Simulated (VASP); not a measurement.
Set up this calculation in VASP 6.6.1, as the native input.

```yaml
Task: single point
Functional: PBE
Potentials_or_basis: VASP PAW PBE potentials, release 64 (Ir)
Cutoff: 520 eV
k_mesh: 18 × 18 × 12
Occupations: gaussian, width 0.15 eV
Spin: no spin polarisation
Dipole_correction: no
Further_INCAR_settings: ALGO = Normal; EDIFF = 1e-07; NBANDS = 16
```

The structure of Ir lies in POSCAR:

```
Ir
1.0
    2.5312676630      0.0000000000      0.0000000000
   -1.2656338315      2.1921420999      0.0000000000
    0.0000000000      0.0000000000      4.6407816000
Ir
2
Direct
    0.6666666667      0.3333333333      0.7500000000
    0.3333333333      0.6666666667      0.2500000000
```

This cell differs from its parent crystal: strain -0.080 along x and y, +0.040 along z.

These files were run (other wordings do the same):

INCAR

```
SYSTEM = Ir
ALGO = Normal
EDIFF = 1E-7
ENCUT = 520
GGA = PE
ISIF = 2
ISMEAR = 0
LASPH = .TRUE.
LCHARG = .FALSE.
LREAL = .FALSE.
LWAVE = .FALSE.
NBANDS = 16
NELM = 80
PREC = Accurate
SIGMA = 0.15
```

KPOINTS

```
k-points
0
G
  18 18 12
  0 0 0
```

Potentials or basis: VASP PAW PBE potentials, release 64 (Ir).

The run is started by

```sh
$ cat potpaw_PBE.64/Ir/POTCAR > POTCAR
$ mpirun -np 1 vasp_std > vasp.out
```

It gave:

```json
{
  "Pressure": "67.9 GPa",
  "Band gap on the k mesh": "zero (band 9 reaches 14.24 eV, above the bottom of band 10 at 10.02 eV)"
}
```

Caveat: the cell differs from its parent crystal (strain -0.080 along x and y, +0.040 along z); spin-orbit coupling is left out, which moves the levels of the heavy elements.

Run time: 40 s on 1 thread of Intel(R) Xeon(R) 6975P-C (Granite Rapids), with other jobs on the host, peak memory 0.21 GiB.
